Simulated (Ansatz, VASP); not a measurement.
V in VASP and in Ansatz

INCAR

```
PREC = Accurate ; ENCUT = 520
EDIFF = 1E-6 ; ISMEAR = -1
SIGMA = 0.05 ; LREAL = F
LASPH = T ; NELM = 150
ALGO = Normal ; ISIF = 2
LWAVE = F ; LCHARG = F
MAGMOM = 0 0 1 ; LORBIT = 11
LSORBIT = T ; GGA_COMPAT = F
LORBMOM = T ; LMAXMIX = 4
GGA = PE ; NBANDS = 24
```

The input KPOINTS:

```
regular mesh
0
Gamma
  15 15 15
```

File POSCAR:

```
V
1.0
   -1.4980751051      1.4980751051      1.4980751051
    1.4980751051     -1.4980751051      1.4980751051
    1.4980751051      1.4980751051     -1.4980751051
V
1
Direct
    0.0000000000      0.0000000000      0.0000000000
```

Input for Ansatz:

```yaml
crystal:
  lattice:
    - [-1.4980751061, 1.4980751061, 1.4980751061]
    - [1.4980751061, -1.4980751061, 1.4980751061]
    - [1.4980751061, 1.4980751061, -1.4980751061]
  atoms:
    - { symbol: V, position: [0.0, 0.0, 0.0], spin: 1.0, spin_axis: [0, 0, 1] }
hamiltonian:
  xc: pbe
  pseudopotentials:
    kind: paw_fr
    azcp:
      V: "pseudopotentials/V.paw.azcp"
basis:
  ecutwfc: 420
  fft_grid_basis: typed
kpoints:
  mp_grid: { grid: [15, 15, 15], shift: [0, 0, 0] }
magnetization:
  noncollinear: true
  spin_orbit: true
scf:
  occupations: { method: fermi_dirac, width: 0.05 }
```

Alike in both runs: task single point; functional PBE; k mesh 15 × 15 × 15; occupations fermi-dirac, width 0.05 eV; non-collinear spin, spin-orbit coupling.

|  | VASP | Ansatz |
| --- | --- | --- |
| version | VASP 6.6.1 | Ansatz 0.2.0 |
| potentials or method | VASP PAW PBE potentials, release 64 (V_sv), cutoff 520 eV | plane waves (420 eV) with PAW, fully relativistic with spin-orbit coupling |
| valence electrons in the cell | 13 | 13 |

```csv
,VASP,Ansatz,Ansatz less VASP
net moment per atom (μB),0.00,0.00,-0.002
```

Ansatz's warnings: seeded moment not kept.
